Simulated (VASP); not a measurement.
A run of VASP 6.6.1 is set up as follows.

The input INCAR:

```
ALGO = Normal ; EDIFF = 1E-6
ENCUT = 520 ; GGA = PS
ISIF = 2 ; ISMEAR = 0
LASPH = T ; LCHARG = F
LREAL = F ; LWAVE = F
NBANDS = 12 ; NELM = 60
PREC = Accurate ; SIGMA = 0.1
```

Contents of KPOINTS:

```
k-points
0
Gamma
  18 18 18
```

Contents of POSCAR:

```
Nb
1.0
   -1.6360727346      1.6360727346      1.6360727346
    1.6360727346     -1.6360727346      1.6360727346
    1.6360727346      1.6360727346     -1.6360727346
Nb
1
Direct
    0.0000000000      0.0000000000      0.0000000000
```

Potentials or basis: VASP PAW PBE potentials, release 64 (Nb_sv).

Run with:

```console
$ cat potpaw_PBE.64/Nb_sv/POTCAR > POTCAR
$ mpirun -np 1 vasp_std > vasp.out
```

(1) What does it give for the pressure?

Results:

(1) -0.3 GPa.

Caveat: the PAW data sets were made with another functional, which shifts forces and pressure a little.
